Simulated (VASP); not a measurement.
# Cs (I4/mmm) in VASP: further runs

Cs is run at these levels: r2SCAN; tasks: single point, relaxation of cell and atoms.

Everything below comes from runs of VASP 6.6.1. Logs are shortened: lines on timing, memory, paths and dates and some standing lists are left out, and cuts for length are marked.

### Step 1. The cell of the first run

The structure is tetragonal, space group I4/mmm (No. 139). Conventional cell: a = 5.500 Å, b = 5.500 Å, c = 8.194 Å, α = 90.00°, β = 90.00°, γ = 90.00°.

### Step 2. Single point, r2SCAN

POSCAR

```
Cs
1.0
   -2.7500755000      2.7500755000      4.0972390000
    2.7500755000     -2.7500755000      4.0972390000
    2.7500755000      2.7500755000     -4.0972390000
Cs
1
Direct
    0.0000000000      0.0000000000      0.0000000000
```

INCAR.step1

```
PREC = Accurate
ENCUT = 550
ISMEAR = 1
SIGMA = 0.1
LREAL = False
LASPH = True
NELM = 120
NBANDS = 10
GGA = PE
ALGO = Normal
EDIFF = 1E-5
LWAVE = True
LCHARG = False
GGA_COMPAT = False
```

INCAR.step2

```
PREC = Accurate
ENCUT = 550
EDIFF = 1E-6
ISMEAR = 1
SIGMA = 0.1
LREAL = False
LASPH = True
NELM = 120
ALGO = Normal
ISIF = 2
LWAVE = False
LCHARG = False
METAGGA = R2SCAN
LMIXTAU = True
NBANDS = 10
ISTART = 1
GGA_COMPAT = False
```

KPOINTS

```
regular mesh
0
Gamma
  11 11 11
```

Potentials or basis: VASP PAW PBE potentials, release 64 (Cs_sv).

Launch:

```sh
$ cat potpaw_PBE.64/Cs_sv/POTCAR > POTCAR
$ cp INCAR.step1 INCAR
$ mpirun -np 1 vasp_std > vasp.out
$ cp INCAR.step2 INCAR
$ mpirun -np 1 vasp_std > vasp.out
```

OUTCAR:

```text
PREC = Accurate
   ENCUT = 550
   EDIFF = 1E-6
   ISMEAR = 1
   LREAL = False
   LASPH = True
   NELM = 120
   ISIF = 2
   METAGGA = R2SCAN
   ISTART = 1

 ion  position               nearest neighbor table
   1  0.000  0.000  0.000-

  LATTYP: Found a body centered tetragonal cell.
 ALAT       =     5.5001510000
 C/A-ratio  =     1.4898641874

  Lattice vectors:

 A1 = (  -2.7500755000,   2.7500755000,   4.0972390000)
 A2 = (   2.7500755000,  -2.7500755000,   4.0972390000)
 A3 = (   2.7500755000,   2.7500755000,  -4.0972390000)

Analysis of symmetry for initial positions (statically):
=====================================================================
 Subroutine PRICEL returns:
 Original cell was already a primitive cell.

 Routine SETGRP: Setting up the symmetry group for a
 body centered tetragonal supercell.

 Subroutine GETGRP returns: Found 16 space group operations
 (whereof 16 operations were pure point group operations)
 out of a pool of 16 trial point group operations.

The static configuration has the point symmetry D_4h.

Analysis of symmetry for dynamics (positions and initial velocities):
=====================================================================
 Subroutine PRICEL returns:
 Original cell was already a primitive cell.

 Routine SETGRP: Setting up the symmetry group for a
 body centered tetragonal supercell.

 Subroutine GETGRP returns: Found 16 space group operations
 (whereof 16 operations were pure point group operations)
 out of a pool of 16 trial point group operations.

The dynamic configuration has the point symmetry D_4h.

 Subroutine INISYM returns: Found 16 space group operations
 (whereof 16 operations are pure point group operations),
 and found     1 'primitive' translations

----------------------------------------------------------------------------------------

                                     Primitive cell

  volume of cell :     123.9483

  direct lattice vectors                    reciprocal lattice vectors
    -2.750075500  2.750075500  4.097239000     0.000000000  0.181813190  0.122033399
     2.750075500 -2.750075500  4.097239000     0.181813190  0.000000000  0.122033399
     2.750075500  2.750075500 -4.097239000     0.181813190  0.181813190  0.000000000

  length of vectors
     5.649176748  5.649176748  5.649176748     0.218970744  0.218970744  0.257122679

  position of ions in fractional coordinates (direct lattice)
     0.000000000  0.000000000  0.000000000

  ion indices of the primitive-cell ions
   primitive index   ion index
                 1           1

----------------------------------------------------------------------------------------

 KPOINTS: regular mesh

Automatic generation of k-mesh.
 Grid dimensions read from file:
 generate k-points for:   11   11   11

 Generating k-lattice:

  Cartesian coordinates                     Fractional coordinates (reciprocal lattice)
     0.000000000  0.016528472  0.011093945     0.090909091  0.000000000  0.000000000
     0.016528472  0.000000000  0.011093945     0.000000000  0.090909091  0.000000000
     0.016528472  0.016528472  0.000000000     0.000000000  0.000000000  0.090909091

  Length of vectors
     0.019906431  0.019906431  0.023374789

  Shift w.r.t. Gamma in fractional coordinates (k-lattice)
     0.000000000  0.000000000  0.000000000

 Subroutine IBZKPT returns following result:
 ===========================================

 Found    126 irreducible k-points:

 Following reciprocal coordinates:
            Coordinates               Weight
  0.000000  0.000000  0.000000      1.000000
  0.090909  0.000000 -0.000000      8.000000
  0.181818  0.000000 -0.000000      8.000000
  0.272727  0.000000 -0.000000      8.000000
  0.363636  0.000000 -0.000000      8.000000
  0.454545  0.000000 -0.000000      8.000000
[... 16 lines left out ...]
 -0.272727  0.181818  0.000000     16.000000
 -0.181818  0.181818  0.000000      4.000000
 [... further k-points ...]
   k-points           NKPTS =    126   k-points in BZ     NKDIM =    126   number of bands    NBANDS=     10
   number of dos      NEDOS =    301   number of ions     NIONS =      1
   total plane-waves  NPLWV = 110592
   dimension x,y,z NGX =    48 NGY =   48 NGZ =   48
   dimension x,y,z NGXF=    96 NGYF=   96 NGZF=   96
   ions per type =               1
   NGX,Y,Z   is equivalent  to a cutoff of  14.13, 14.13, 14.13 a.u.
   NGXF,Y,Z  is equivalent  to a cutoff of  28.25, 28.25, 28.25 a.u.
 SYSTEM =  unknown system
   PREC   = accura    normal or accurate (medium, high low for compatibility)
   ISTART =      1    job   : 0-new  1-cont  2-samecut
   ICHARG =      0    charge: 1-file 2-atom 10-const
   ISPIN  =      1    spin polarized calculation?
   LNONCOLLINEAR =      F non collinear calculations
   LSORBIT =      F    spin-orbit coupling
   LASPH  =      T    aspherical Exc in radial PAW
   ENCUT  =  550.0 eV  40.42 Ry    6.36 a.u.  10.80 10.80 10.80*2*pi/ulx,y,z
   NELM   =    120;   NELMIN=  2; NELMDL=  0     # of ELM steps
   EDIFF  = 0.1E-05   stopping-criterion for ELM
   LREAL  =      F    real-space projection
   EDIFFG = 0.1E-04   stopping-criterion for IOM
   NSW    =      0    number of steps for IOM
   IBRION =     -1    ionic relax: 0-MD 1-quasi-New 2-CG
   NFREE  =      0    steps in history (QN), initial steepest desc. (CG)
   ISIF   =      2    stress and relaxation
   ISYM   =      2    0-nonsym 1-usesym 2-fastsym
   POTIM  = 0.5000    time-step for ionic-motion
   TEBEG  =    0.0;   TEEND  =   0.0 temperature during run
   PSTRESS=    0.0 pullay stress
   NELECT =       9.0000    total number of electrons
   NUPDOWN=      -1.0000    fix difference up-down
   EMIN   =  10.00;   EMAX   =-10.00  energy-range for DOS
   EFERMI =   0.00;   METHOD = LEGACY
   ISMEAR =     1;   SIGMA  =   0.10  broadening in eV -4-tet -1-fermi 0-gaus
   EFERMI_NEDOS =   21; number of points for ismear=-14 and -15
   IALGO  =     38    algorithm
   IMIX   =      4    mixing-type and parameters
     AMIX     =   0.40;   BMIX     =  1.00
     AMIX_MAG =   1.60;   BMIX_MAG =  1.00
  volume/ion in A,a.u.               =     123.95       836.44
  Fermi-wavevector in a.u.,A,eV,Ry     =   0.682981  1.290648  6.346621  0.466463
  Thomas-Fermi vector in A             =   1.762213
   LORBIT       =      0    0 simple, 1 ext, 2 COOP (PROOUT), +10 PAW based schemes
   METAGGA = R2SCAN    functional components
   LHFCALC =     F    Hartree Fock is set to
   AEXX    =    0.0000 exact exchange contribution
   IVDW    =     0    specifies the selected vdW correction
   LEPSILON=     F    determine dielectric tensor
   LRPA    =     F    only Hartree local field effects (RPA)
 non-spin polarized calculation
 Methfessel and Paxton  Order N= 1 SIGMA  =   0.10
  energy-cutoff  :      550.00
  volume of cell :      123.95
 maximum number of plane-waves:      3649
 NGX is ok and might be reduce to    48
   NGX = 21   NGY = 21   NGZ = 21

 number of electron       9.0000001 magnetization

 Free energy of the ion-electron system (eV)
  ---------------------------------------------------
  ext. energy  EPLUGINS =         0.00000000
  ---------------------------------------------------
  free energy    TOTEN  =       -25.01610897 eV

  energy without entropy =      -25.01635563  energy(sigma->0) =      -25.01619119

 E-fermi :   0.3940     XC(G=0):  -5.4470

 val. band max:        0.3819375029   @ k =  -0.2727  -0.3636   0.0909
 cond. band min:       0.3966999384   @ k =  -0.3636  -0.4545   0.3636
 fundamental gap:      0.0147624355
 Fermi energy:         0.3940425736

 k-point     1 :       0.0000    0.0000    0.0000
  band No.  band energies     occupation
      1     -24.4745      2.00000
      2     -10.8510      2.00000
      3     -10.8510      2.00000
      4     -10.8505      2.00000
      5      -1.3508      2.00000
      6       2.9696      0.00000
      7       3.1308      0.00000
      8       3.1308      0.00000
      9       3.9896      0.00000
     10       4.3232      0.00000

 k-point     2 :       0.0909    0.0000   -0.0000
  band No.  band energies     occupation
      1     -24.4741      2.00000
      2     -10.8597      2.00000
      3     -10.8520      2.00000
      4     -10.8518      2.00000
      5      -1.2656      2.00000
      6       2.8623      0.00000
      7       3.0725      0.00000
      8       3.1730      0.00000
      9       3.9218      0.00000
     10       4.2254      0.00000

 k-point     3 :       0.1818    0.0000   -0.0000
  band No.  band energies     occupation
      1     -24.4731      2.00000
      2     -10.8833      2.00000
      3     -10.8559      2.00000
      4     -10.8541      2.00000
      5      -1.0182      2.00000
      6       2.4594      0.00000
      7       3.0895      0.00000
      8       3.2516      0.00000
      9       3.8717      0.00000
     10       4.0811      0.00000

 k-point     4 :       0.2727    0.0000   -0.0000
  band No.  band energies     occupation
      1     -24.4718      2.00000
      2     -10.9137      2.00000
      3     -10.8609      2.00000
      4     -10.8570      2.00000
      5      -0.6334      2.00000
      6       1.9952     -0.00000
      7       3.0077      0.00000
      8       3.2288      0.00000
      9       4.0658      0.00000
     10       4.1567      0.00000

 k-point     5 :       0.3636    0.0000   -0.0000
  band No.  band energies     occupation
      1     -24.4706      2.00000
      2     -10.9412      2.00000
      3     -10.8655      2.00000
      4     -10.8597      2.00000
      5      -0.1560      2.00000
      6       1.5271     -0.00000
      7       2.8793      0.00000
      8       3.1157      0.00000
      9       4.4587      0.00000
     10       4.4700      0.00000

 k-point     6 :       0.4545    0.0000   -0.0000
  band No.  band energies     occupation
      1     -24.4698      2.00000
      2     -10.9574      2.00000
      3     -10.8683      2.00000
      4     -10.8613      2.00000
      5       0.3219      1.93408
      6       1.0832     -0.00000
      7       2.7974      0.00000
      8       3.0352      0.00000
      9       4.7928      0.00000
     10       4.8414      0.00000
[... 183 lines left out ...]
 k-point    21 :      -0.4545    0.1818    0.0000
  band No.  band energies     occupation
      1     -24.4694      2.00000
      2     -10.9434      2.00000
      3     -10.8792      2.00000
      4     -10.8743      2.00000
      5       0.2814      2.06754
      6       1.4020     -0.00000
      7       2.4180      0.00000
      8       3.1530      0.00000
      9       4.1551      0.00000
     10       4.9191      0.00000

 k-point    22 :      -0.3636    0.1818    0.0000
  band No.  band energies     occupation
      1     -24.4703      2.00000
      2     -10.9262      2.00000
      3     -10.8738      2.00000
      4     -10.8713      2.00000
      5      -0.2016      2.00000
      6       1.7995     -0.00000
      7       2.5708      0.00000
      8       3.2382      0.00000
      9       3.8199      0.00000
     10       4.6607      0.00000

 k-point    23 :      -0.2727    0.1818    0.0000
  band No.  band energies     occupation
      1     -24.4715      2.00000
      2     -10.9029      2.00000
      3     -10.8699      2.00000
      4     -10.8656      2.00000
      5      -0.6085      2.00000
      6       2.1356     -0.00000
      7       2.8798      0.00000
      8       3.2784      0.00000
      9       3.4782      0.00000
     10       4.3866      0.00000

 k-point    24 :      -0.1818    0.1818    0.0000
  band No.  band energies     occupation
      1     -24.4725      2.00000
      2     -10.8828      2.00000
      3     -10.8652      2.00000
      4     -10.8608      2.00000
      5      -0.8961      2.00000
      6       2.4135      0.00000
      7       3.1842      0.00000
      8       3.2515      0.00000
      9       3.3141      0.00000
     10       4.2567      0.00000

 [... further k-points ...]

------------------------ aborting loop because EDIFF is reached ----------------------------------------

  FORCE on cell =-STRESS in cart. coord.  units (eV):
  Direction    XX          YY          ZZ          XY          YZ          ZX
  --------------------------------------------------------------------------------------
  -------------------------------------------------------------------------------------
  Total        0.0018730      0.0018730     -0.0073286      0.0000000      0.0000000      0.0000000
  in kB        0.0242109      0.0242109     -0.0947307      0.0000000      0.0000000      0.0000000
  external PRESSURE =      -0.0154363 kB  Pullay stress =       0.0000000 kB

 VOLUME and BASIS-vectors are now :
 -----------------------------------------------------------------------------
  energy-cutoff  :      550.00
  volume of cell :      123.95
      direct lattice vectors                 reciprocal lattice vectors
    -2.750075500  2.750075500  4.097239000     0.000000000  0.181813190  0.122033399
     2.750075500 -2.750075500  4.097239000     0.181813190  0.000000000  0.122033399
     2.750075500  2.750075500 -4.097239000     0.181813190  0.181813190  0.000000000

 POSITION                                       TOTAL-FORCE (eV/Angst)
 -----------------------------------------------------------------------------------
      0.00000      0.00000      0.00000        -0.000000     -0.000000      0.000000
 -----------------------------------------------------------------------------------
    total drift:                                0.000000      0.000000      0.000000

  FREE ENERGIE OF THE ION-ELECTRON SYSTEM (eV)
  ---------------------------------------------------
  free  energy   TOTEN  =       -25.0161089744 eV

  energy  without entropy=      -25.0163556275  energy(sigma->0) =      -25.01619119
```

Run time: 11 min. Hardware: 1 thread of Intel Xeon Platinum 8488C (Sapphire Rapids), shared host; peak memory 0.45 GiB.

What came out:

```
Free energy            : -25.0161 eV
Pressure               : 0.0 GPa
Band gap on the k mesh : zero (an odd number of electrons rules out a gap without spin polarisation)
```

Caveat: the PAW data sets were made with another functional, which shifts forces and pressure a little; spin-orbit coupling is left out, which moves the levels of the heavy elements.

### Step 3. Relaxation of cell and atoms, r2SCAN

POSCAR is that of step 2.

INCAR.step1

```
SYSTEM = Cs
ALGO = Normal
EDIFF = 1E-5
EDIFFG = -0.005
ENCUT = 550
GGA = PE
GGA_COMPAT = .FALSE.
IBRION = 2
ISIF = 3
ISMEAR = 1
LASPH = .TRUE.
LCHARG = .FALSE.
LREAL = .FALSE.
LWAVE = .TRUE.
NELM = 120
NELMIN = 4
NSW = 100
PREC = Accurate
SIGMA = 0.1
```

INCAR.step2

```
SYSTEM = Cs
ALGO = Normal
EDIFF = 1E-7
EDIFFG = -0.01
ENCUT = 550
GGA_COMPAT = .FALSE.
IBRION = 2
ISIF = 3
ISMEAR = 1
ISTART = 1
LASPH = .TRUE.
LCHARG = .FALSE.
LMIXTAU = .TRUE.
LREAL = .FALSE.
LWAVE = .FALSE.
METAGGA = R2SCAN
NELM = 120
NELMIN = 4
NSW = 80
PREC = Accurate
SIGMA = 0.1
```

KPOINTS

```
k-points
0
G
  11 11 11
  0 0 0
```

Potentials or basis: VASP PAW PBE potentials, release 64 (Cs_sv).

Launch:

```sh
$ cat potpaw_PBE.64/Cs_sv/POTCAR > POTCAR
$ cp INCAR.step1 INCAR
$ mpirun -np 1 vasp_std > vasp.out
$ cp INCAR.step2 INCAR
$ mpirun -np 1 vasp_std > vasp.out
```

Run time: 19 min. Hardware: 1 thread of Intel Xeon Platinum 8488C (Sapphire Rapids), shared host; peak memory 0.44 GiB.

It converged, with:

| Item | Value |
| --- | --- |
| Free energy | -25.0161 eV |
| Pressure after relaxing | 0.0 GPa |
| Band gap on the k mesh | zero (an odd number of electrons rules out a gap without spin polarisation) |

Final structure:
```
Cs
1.0
    -2.75008    2.75008    4.09724
     2.75008   -2.75008    4.09724
     2.75008    2.75008   -4.09724
Cs
1
Direct
  0.00000 0.00000 0.00000
```

Levels at points of the mesh, in eV from the Fermi level:
```
           k point  band 2  band 3  band 4  band 5  band 6  band 7  band 8
(0.00, 0.00, 0.00)  -11.25  -11.25  -11.24   -1.74    2.57    2.74    2.74
```

Caveat: the PAW data sets were made with another functional, which shifts forces and pressure a little; spin-orbit coupling is left out, which moves the levels of the heavy elements.
